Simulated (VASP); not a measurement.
Here is a VASP 6.6.1 calculation.

The input POSCAR:

```
CdS
1.0
    0.0000000000      2.9392148400      2.9392148400
    2.9301032740      0.0000000000      2.9392148400
    2.9301032740      2.9392148400      0.0000000000
Cd S
1 1
Direct
    0.0000000000      0.0000000000      0.0000000000
    0.2500000000      0.2500000000      0.2500000000
```

File INCAR.step1:

```
SYSTEM = CdS
PREC = Accurate ; ENCUT = 520
EDIFF = 1E-5 ; ISMEAR = 0
SIGMA = 0.01 ; LREAL = .FALSE.
LASPH = .TRUE. ; NELM = 80
ALGO = Normal ; ISIF = 2
LWAVE = .TRUE. ; LCHARG = .FALSE.
NBANDS = 16 ; GGA = PE
KPAR = 4
```

File INCAR.step2:

```
SYSTEM = CdS
PREC = Accurate ; ENCUT = 520
EDIFF = 1E-6 ; ISMEAR = 0
SIGMA = 0.01 ; LREAL = .FALSE.
LASPH = .TRUE. ; NELM = 80
ALGO = Normal ; ISIF = 2
LWAVE = .FALSE. ; LCHARG = .FALSE.
GGA = PE ; LHFCALC = .TRUE.
HFSCREEN = 0.2079 ; PRECFOCK = Normal
NBANDS = 16 ; ISTART = 1
KPAR = 4
```

The input KPOINTS:

```
regular mesh
0
G
  6 6 6
  0 0 0
```

Potentials or basis: VASP PAW PBE potentials, release 64 (Cd, S).

Run with:

```console
$ cat potpaw_PBE.64/Cd/POTCAR potpaw_PBE.64/S/POTCAR > POTCAR
$ cp INCAR.step1 INCAR
$ mpirun -np 4 vasp_std > vasp.out
$ cp INCAR.step2 INCAR
$ mpirun -np 4 vasp_std > vasp.out
```

Question: Predict the pressure.

Answer: 0.7 GPa.

Question: Estimate the band gap on the k mesh.

Answer: 2.11 eV.

Caveat: the cell differs from its parent crystal (uniaxial x strain -0.3%); the structure was generated, so it needn't be the stable form of CdS; the PAW data sets were made with another functional, which shifts forces and pressure a little.
